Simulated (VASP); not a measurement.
Write the native input for VASP 6.6.1 that does the following.

- Task: single point
- Functional: PBE
- Potentials or basis: VASP PAW PBE potentials, release 64 (Na_pv, S, F)
- Cutoff: 520 eV
- k mesh: 4 × 4 × 6
- Occupations: gaussian, width 0.01 eV
- Spin: no spin polarisation
- Dipole correction: no
- Further INCAR settings: ALGO = Normal; EDIFF = 1e-07; NBANDS = 45

The structure of Na3SF lies in POSCAR:

```
Na3SF
1.0
    6.2960927284      0.0000000000      0.0000000000
    0.0000000000      6.2960927284      0.0000000000
    0.0000000000      0.0000000000      4.5232915973
Na S F
6 2 2
Direct
    0.8066050726      0.3066050726      0.0000000000
    0.6933949274      0.8066050726      0.0000000000
    0.5000000000      0.5000000000      0.5000000000
    0.1933949274      0.6933949274      0.0000000000
    0.3066050726      0.1933949274      0.0000000000
    0.0000000000      0.0000000000      0.5000000000
    0.0000000000      0.5000000000      0.5000000000
    0.5000000000      0.0000000000      0.5000000000
    0.5000000000      0.5000000000      0.0000000000
    0.0000000000      0.0000000000      0.0000000000
```

These files were run (other wordings do the same):

INCAR

```
SYSTEM = Na3SF
PREC = Accurate
ENCUT = 520
EDIFF = 1E-7
ISMEAR = 0
SIGMA = 0.01
LREAL = .False.
LASPH = .True.
NELM = 100
ALGO = Normal
ISIF = 2
LWAVE = .False.
LCHARG = .False.
GGA = PE
NBANDS = 45
```

KPOINTS

```
Automatic mesh
0
Gamma
  4 4 6
  0 0 0
```

Potentials or basis: VASP PAW PBE potentials, release 64 (Na_pv, S, F).

Launch:

```bash
$ cat potpaw_PBE.64/Na_pv/POTCAR potpaw_PBE.64/S/POTCAR potpaw_PBE.64/F/POTCAR > POTCAR
$ mpirun -np 1 vasp_std > vasp.out
```

It gave:

| Item | Value |
| --- | --- |
| Pressure | 0.0 GPa |
| Band gap on the k mesh | 2.30 eV (least direct gap 2.45 eV) |

It took 6.3 min on 1 thread of Oxide Virtual Turin-like Processor, with other jobs on the host, peak memory 0.31 GiB.
